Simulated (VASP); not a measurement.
# KTaO3 (Pm-3m) in VASP: further runs

KTaO3 is run at these levels: LDA, PBE; tasks: single point.

Program: VASP 6.6.1. These are calculated values, not measurements. Logs are shortened: lines on timing, memory, paths and dates and some standing lists are left out, and cuts for length are marked.

### 1 The cell of the first run

It takes space group Pm-3m (No. 221, cubic). The conventional cell has a = 4.024 Å, b = 4.024 Å, c = 4.024 Å, α = 90.00°, β = 90.00°, γ = 90.00°. Within 3.7 Å of K (site symmetry m-3m) lie 12 O at 2.85 Å and 8 Ta at 3.49 Å. Ta (site symmetry m-3m) has 6 O at 2.01 Å within 2.7 Å. O (site symmetry 4/mmm) has 2 Ta at 2.01 Å within 2.7 Å.

### 2 Single point, LDA

The input, INCAR:

```
ALGO = Normal
EDIFF = 1E-6
ENCUT = 520
GGA = CA
ISIF = 2
ISMEAR = 0
LASPH = T
LCHARG = F
LREAL = F
LWAVE = F
NBANDS = 27
NELM = 100
PREC = Accurate
SIGMA = 0.05
```

The input, KPOINTS:

```
k-points
0
Gamma
  8 8 8
```

The input, POSCAR:

```
KTaO3
1.0
    4.0244030898      0.0000000000      0.0000000000
    0.0000000000      4.0244030898      0.0000000000
    0.0000000000      0.0000000000      4.0244030898
K Ta O
1 1 3
Direct
    0.0000000000      0.0000000000      0.0000000000
    0.5000000000      0.5000000000      0.5000000000
    0.0000000000      0.5000000000      0.5000000000
    0.5000000000      0.5000000000      0.0000000000
    0.5000000000      0.0000000000      0.5000000000
```

Potentials or basis: VASP PAW LDA potentials, release 64 (K_sv, Ta_pv, O).

Launch:

```
$ cat potpaw_LDA.64/K_sv/POTCAR potpaw_LDA.64/Ta_pv/POTCAR potpaw_LDA.64/O/POTCAR > POTCAR
$ mpirun -np 1 vasp_std > vasp.out
```

OUTCAR:

```text
EDIFF = 1E-6
   ENCUT = 520
   GGA = CA
   ISIF = 2
   ISMEAR = 0
   LASPH = T
   LREAL = F
   NELM = 100
   PREC = Accurate

 ion  position               nearest neighbor table
   1  0.000  0.000  0.000-   3 2.85   4 2.85   5 2.85   3 2.85   5 2.85   3 2.85   4 2.85   3 2.85
                             4 2.85   5 2.85   5 2.85   4 2.85   2 3.49   2 3.49   2 3.49   2 3.49
   2  0.500  0.500  0.500-   3 2.01   4 2.01   5 2.01   4 2.01   5 2.01   3 2.01   1 3.49   1 3.49
                             1 3.49   1 3.49   1 3.49   1 3.49   1 3.49   1 3.49
   3  0.000  0.500  0.500-   2 2.01   2 2.01   1 2.85   1 2.85   1 2.85   1 2.85
   4  0.500  0.500  0.000-   2 2.01   2 2.01   1 2.85   1 2.85   1 2.85   1 2.85
   5  0.500  0.000  0.500-   2 2.01   2 2.01   1 2.85   1 2.85   1 2.85   1 2.85

  LATTYP: Found a simple cubic cell.
 ALAT       =     4.0244030898

  Lattice vectors:

 A1 = (   4.0244030898,   0.0000000000,   0.0000000000)
 A2 = (   0.0000000000,   4.0244030898,   0.0000000000)
 A3 = (   0.0000000000,   0.0000000000,   4.0244030898)

Analysis of symmetry for initial positions (statically):
=====================================================================
 Subroutine PRICEL returns:
 Original cell was already a primitive cell.

 Routine SETGRP: Setting up the symmetry group for a
 simple cubic supercell.

 Subroutine GETGRP returns: Found 48 space group operations
 (whereof 48 operations were pure point group operations)
 out of a pool of 48 trial point group operations.

The static configuration has the point symmetry O_h .

Analysis of symmetry for dynamics (positions and initial velocities):
=====================================================================
 Subroutine PRICEL returns:
 Original cell was already a primitive cell.

 Routine SETGRP: Setting up the symmetry group for a
 simple cubic supercell.

 Subroutine GETGRP returns: Found 48 space group operations
 (whereof 48 operations were pure point group operations)
 out of a pool of 48 trial point group operations.

The dynamic configuration has the point symmetry O_h .

 Subroutine INISYM returns: Found 48 space group operations
 (whereof 48 operations are pure point group operations),
 and found     1 'primitive' translations

----------------------------------------------------------------------------------------

                                     Primitive cell

  volume of cell :      65.1785

  direct lattice vectors                    reciprocal lattice vectors
     4.024403090  0.000000000  0.000000000     0.248484055  0.000000000  0.000000000
     0.000000000  4.024403090  0.000000000     0.000000000  0.248484055  0.000000000
     0.000000000  0.000000000  4.024403090     0.000000000  0.000000000  0.248484055

  length of vectors
     4.024403090  4.024403090  4.024403090     0.248484055  0.248484055  0.248484055

  position of ions in fractional coordinates (direct lattice)
     0.000000000  0.000000000  0.000000000
     0.500000000  0.500000000  0.500000000
     0.000000000  0.500000000  0.500000000
     0.500000000  0.500000000  0.000000000
     0.500000000  0.000000000  0.500000000

  ion indices of the primitive-cell ions
   primitive index   ion index
                 1           1
                 2           2
                 3           3
                 4           4
                 5           5

----------------------------------------------------------------------------------------

 KPOINTS: k-points

Automatic generation of k-mesh.
 Grid dimensions read from file:
 generate k-points for:    8    8    8

 Generating k-lattice:

  Cartesian coordinates                     Fractional coordinates (reciprocal lattice)
     0.031060507  0.000000000  0.000000000     0.125000000  0.000000000  0.000000000
     0.000000000  0.031060507  0.000000000     0.000000000  0.125000000  0.000000000
     0.000000000  0.000000000  0.031060507     0.000000000  0.000000000  0.125000000

  Length of vectors
     0.031060507  0.031060507  0.031060507

  Shift w.r.t. Gamma in fractional coordinates (k-lattice)
     0.000000000  0.000000000  0.000000000

 Subroutine IBZKPT returns following result:
 ===========================================

 Found     35 irreducible k-points:

 Following reciprocal coordinates:
            Coordinates               Weight
  0.000000  0.000000  0.000000      1.000000
  0.125000  0.000000  0.000000      6.000000
  0.250000  0.000000  0.000000      6.000000
  0.375000  0.000000  0.000000      6.000000
  0.500000  0.000000  0.000000      3.000000
  0.125000  0.125000  0.000000     12.000000
[... 16 lines left out ...]
  0.375000  0.375000  0.125000     24.000000
  0.500000  0.375000  0.125000     24.000000
 [... further k-points ...]
   k-points           NKPTS =     35   k-points in BZ     NKDIM =     35   number of bands    NBANDS=     27
   number of dos      NEDOS =    301   number of ions     NIONS =      5
   total plane-waves  NPLWV =  27000
   dimension x,y,z NGX =    30 NGY =   30 NGZ =   30
   dimension x,y,z NGXF=    60 NGYF=   60 NGZF=   60
   ions per type =               1   1   3
   NGX,Y,Z   is equivalent  to a cutoff of  12.39, 12.39, 12.39 a.u.
   NGXF,Y,Z  is equivalent  to a cutoff of  24.79, 24.79, 24.79 a.u.
 SYSTEM =  unknown system
   PREC   = accura    normal or accurate (medium, high low for compatibility)
   ISTART =      0    job   : 0-new  1-cont  2-samecut
   ICHARG =      2    charge: 1-file 2-atom 10-const
   ISPIN  =      1    spin polarized calculation?
   LNONCOLLINEAR =      F non collinear calculations
   LSORBIT =      F    spin-orbit coupling
   LASPH  =      T    aspherical Exc in radial PAW
   ENCUT  =  520.0 eV  38.22 Ry    6.18 a.u.   7.48  7.48  7.48*2*pi/ulx,y,z
   NELM   =    100;   NELMIN=  2; NELMDL= -5     # of ELM steps
   EDIFF  = 0.1E-05   stopping-criterion for ELM
   LREAL  =      F    real-space projection
   EDIFFG = 0.1E-04   stopping-criterion for IOM
   NSW    =      0    number of steps for IOM
   IBRION =     -1    ionic relax: 0-MD 1-quasi-New 2-CG
   NFREE  =      0    steps in history (QN), initial steepest desc. (CG)
   ISIF   =      2    stress and relaxation
   ISYM   =      2    0-nonsym 1-usesym 2-fastsym
   POTIM  = 0.5000    time-step for ionic-motion
   TEBEG  =    0.0;   TEEND  =   0.0 temperature during run
   PSTRESS=    0.0 pullay stress
   NELECT =      38.0000    total number of electrons
   NUPDOWN=      -1.0000    fix difference up-down
   EMIN   =  10.00;   EMAX   =-10.00  energy-range for DOS
   EFERMI =   0.00;   METHOD = LEGACY
   ISMEAR =     0;   SIGMA  =   0.05  broadening in eV -4-tet -1-fermi 0-gaus
   EFERMI_NEDOS =   21; number of points for ismear=-14 and -15
   IALGO  =     38    algorithm
   IMIX   =      4    mixing-type and parameters
     AMIX     =   0.40;   BMIX     =  1.00
     AMIX_MAG =   1.60;   BMIX_MAG =  1.00
  volume/ion in A,a.u.               =      13.04        87.97
  Fermi-wavevector in a.u.,A,eV,Ry     =   1.367628  2.584442 25.448412  1.870406
  Thomas-Fermi vector in A             =   2.493663
   LORBIT       =      0    0 simple, 1 ext, 2 COOP (PROOUT), +10 PAW based schemes
   GGA     = CA    functional components
   LHFCALC =     F    Hartree Fock is set to
   AEXX    =    0.0000 exact exchange contribution
   IVDW    =     0    specifies the selected vdW correction
   LEPSILON=     F    determine dielectric tensor
   LRPA    =     F    only Hartree local field effects (RPA)
 non-spin polarized calculation
 Gauss-broadening in eV      SIGMA  =   0.05
  energy-cutoff  :      520.00
  volume of cell :       65.18
 maximum number of plane-waves:      1775
 NGX is ok and might be reduce to    30
   NGX = 15   NGY = 15   NGZ = 15

 number of electron      37.9999978 magnetization

 Free energy of the ion-electron system (eV)
  ---------------------------------------------------
  ext. energy  EPLUGINS =         0.00000000
  ---------------------------------------------------
  free energy    TOTEN  =       -44.96759468 eV

  energy without entropy =      -44.96759468  energy(sigma->0) =      -44.96759468

 E-fermi :   1.6383     XC(G=0): -11.2919

 val. band max:        1.3357134251   @ k =   0.5000   0.5000   0.5000
 cond. band min:       3.3021198032   @ k =   0.0000   0.0000   0.0000
 fundamental gap:      1.9664063781
 Fermi energy:         1.6383007371

 k-point     1 :       0.0000    0.0000    0.0000
  band No.  band energies     occupation
      1     -32.6928      2.00000
      2     -32.6928      2.00000
      3     -32.6928      2.00000
      4     -25.5582      2.00000
      5     -15.8230      2.00000
      6     -15.0927      2.00000
[... 19 lines left out ...]
     26       9.0996      0.00000
     27       9.0996      0.00000

 k-point     2 :       0.1250    0.0000    0.0000
  band No.  band energies     occupation
      1     -32.7046      2.00000
      2     -32.6924      2.00000
      3     -32.6924      2.00000
      4     -25.5543      2.00000
      5     -15.7783      2.00000
      6     -15.0892      2.00000
[... 19 lines left out ...]
     26       9.2964      0.00000
     27       9.3258      0.00000

 k-point     3 :       0.2500    0.0000    0.0000
  band No.  band energies     occupation
      1     -32.7327      2.00000
      2     -32.6913      2.00000
      3     -32.6913      2.00000
      4     -25.5448      2.00000
      5     -15.7205      2.00000
      6     -15.0809      2.00000
[... 19 lines left out ...]
     26       9.7897      0.00000
     27      10.1360      0.00000

 k-point     4 :       0.3750    0.0000    0.0000
  band No.  band energies     occupation
      1     -32.7606      2.00000
      2     -32.6902      2.00000
      3     -32.6902      2.00000
      4     -25.5354      2.00000
      5     -15.7092      2.00000
      6     -15.0727      2.00000
[... 19 lines left out ...]
     26      10.3143      0.00000
     27      11.3717      0.00000

 k-point     5 :       0.5000    0.0000    0.0000
  band No.  band energies     occupation
      1     -32.7720      2.00000
      2     -32.6897      2.00000
      3     -32.6897      2.00000
      4     -25.5314      2.00000
      5     -15.7119      2.00000
      6     -15.0694      2.00000
[... 19 lines left out ...]
     26      10.5435      0.00000
     27      11.5930      0.00000

 k-point     6 :       0.1250    0.1250    0.0000
  band No.  band energies     occupation
      1     -32.7043      2.00000
      2     -32.7039      2.00000
      3     -32.6919      2.00000
      4     -25.5506      2.00000
      5     -15.7235      2.00000
      6     -15.0435      2.00000
[... 444 lines left out ...]
      1     -32.7581      2.00000
      2     -32.7291      2.00000
      3     -32.7002      2.00000
      4     -25.5251      2.00000
      5     -15.3459      2.00000
      6     -14.7684      2.00000
[... 19 lines left out ...]
     26      11.0163      0.00000
     27      11.8664      0.00000

 k-point    22 :       0.5000    0.2500    0.1250
  band No.  band energies     occupation
      1     -32.7694      2.00000
      2     -32.7286      2.00000
      3     -32.6997      2.00000
      4     -25.5222      2.00000
      5     -15.3325      2.00000
      6     -14.7646      2.00000
[... 19 lines left out ...]
     26      11.2512      0.00000
     27      11.7147      0.00000

 k-point    23 :       0.3750    0.3750    0.1250
  band No.  band energies     occupation
      1     -32.7568      2.00000
      2     -32.7565      2.00000
      3     -32.6991      2.00000
      4     -25.5194      2.00000
      5     -15.2468      2.00000
      6     -14.4713      2.00000
[... 19 lines left out ...]
     26      11.6122      0.00000
     27      11.8201      0.00000

 k-point    24 :       0.5000    0.3750    0.1250
  band No.  band energies     occupation
      1     -32.7680      2.00000
      2     -32.7561      2.00000
      3     -32.6986      2.00000
      4     -25.5171      2.00000
      5     -15.2210      2.00000
      6     -14.4511      2.00000
[... 19 lines left out ...]
     26      11.7668      0.00000
     27      11.8133      0.00000

 [... further k-points ...]
[... 5 lines left out ...]
  --------------------------------------------------------------------------------------
  -------------------------------------------------------------------------------------
  Total       -3.8495821     -3.8495821     -3.8495821      0.0000000      0.0000000     -0.0000000
  in kB      -94.6280198    -94.6280198    -94.6280198      0.0000000      0.0000000     -0.0000000
  external PRESSURE =     -94.6280198 kB  Pullay stress =       0.0000000 kB

 VOLUME and BASIS-vectors are now :
 -----------------------------------------------------------------------------
  energy-cutoff  :      520.00
  volume of cell :       65.18
      direct lattice vectors                 reciprocal lattice vectors
     4.024403090  0.000000000  0.000000000     0.248484055  0.000000000  0.000000000
     0.000000000  4.024403090  0.000000000     0.000000000  0.248484055  0.000000000
     0.000000000  0.000000000  4.024403090     0.000000000  0.000000000  0.248484055

 POSITION                                       TOTAL-FORCE (eV/Angst)
 -----------------------------------------------------------------------------------
      0.00000      0.00000      0.00000         0.000000      0.000000      0.000000
      2.01220      2.01220      2.01220         0.000000      0.000000      0.000000
      0.00000      2.01220      2.01220         0.000000      0.000000      0.000000
      2.01220      2.01220      0.00000         0.000000      0.000000      0.000000
      2.01220      0.00000      2.01220         0.000000      0.000000      0.000000
 -----------------------------------------------------------------------------------
    total drift:                                0.000000      0.000000     -0.000000

  FREE ENERGIE OF THE ION-ELECTRON SYSTEM (eV)
  ---------------------------------------------------
  free  energy   TOTEN  =       -44.9675946814 eV

  energy  without entropy=      -44.9675946814  energy(sigma->0) =      -44.96759468
```

It took 69 s on 1 thread of AMD EPYC 7R13, shared host; peak memory 0.16 GiB.

What came out:

| Property | Result |
| --- | --- |
| Free energy | -44.9676 eV |
| Pressure | -9.5 GPa |
| Band gap on the k mesh | 1.97 eV, indirect (least direct gap 2.60 eV) |

Levels at points of the mesh, in eV from the valence-band top:
```
           k point  band 15  band 16  band 17  band 18  band 19  band 20  band 21  band 22  band 23  band 24
(0.00, 0.00, 0.00)    -1.04    -1.04    -0.64    -0.64    -0.64     1.97     1.97     1.97     6.17     6.45
(0.50, 0.00, 0.00)    -2.33    -2.13    -1.50    -0.86    -0.86     2.12     4.76     4.76     6.49     8.05
(0.50, 0.50, 0.00)    -2.81    -1.70    -1.42    -1.42    -0.04     4.80     4.80     6.03     7.31     9.82
(0.50, 0.50, 0.50)    -3.87    -3.87     0.00     0.00     0.00     6.16     6.16     6.16     8.64     8.64
```

Caveat: spin-orbit coupling is left out, which moves the levels of the heavy elements. A k mesh can miss the band edges.

(Continued in part 2 of 2.)
